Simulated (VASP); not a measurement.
Wanted: the native input for a VASP 6.6.1 run.

| Property | Result |
| --- | --- |
| Task | single point |
| Functional | LDA |
| Potentials or basis | VASP PAW LDA potentials, release 64 (Cd_sv_GW) |
| Cutoff | 630 eV |
| k mesh | 8 × 8 × 8 |
| Occupations | fermi-dirac, width 0.05 eV |
| Spin | no spin polarisation |
| Dipole correction | no |
| Further INCAR settings | ALGO = Normal; EDIFF = 1e-06; NBANDS = 16 |

The structure of Cd lies in POSCAR:

```
Cd
1.0
    2.8565424647      0.0000000000      0.0000000000
    0.0000000000      2.8565424647      0.0000000000
    0.0000000000      0.0000000000      2.8565424647
Cd
1
Direct
    0.0000000000      0.0000000000      0.0000000000
```

This isn't the form of Cd at room conditions, which is hcp.

These files were run (other wordings do the same):

INCAR

```
SYSTEM = Cd
ALGO = Normal
EDIFF = 1E-6
ENCUT = 630
GGA_COMPAT = .False.
ISIF = 2
ISMEAR = -1
LASPH = .True.
LCHARG = .False.
LREAL = .False.
LWAVE = .False.
NBANDS = 16
NELM = 120
PREC = Accurate
SIGMA = 0.05
```

KPOINTS

```
k-points
0
Gamma
  8 8 8
  0 0 0
```

Potentials or basis: VASP PAW LDA potentials, release 64 (Cd_sv_GW).

Launch:

```bash
$ cat potpaw_LDA.64/Cd_sv_GW/POTCAR > POTCAR
$ mpirun -np 1 vasp_std > vasp.out
```

It gave:

```yaml
Pressure: -0.1 GPa
Band_gap_on_the_k_mesh: zero (bands 10 and 11 overlap by 7.33 eV)
```

It took 7.8 s on 1 thread of Intel(R) Xeon(R) Platinum 8124M CPU @ 3.00GHz (Skylake/Cascade Lake) (shared host), peak memory 0.14 GiB.
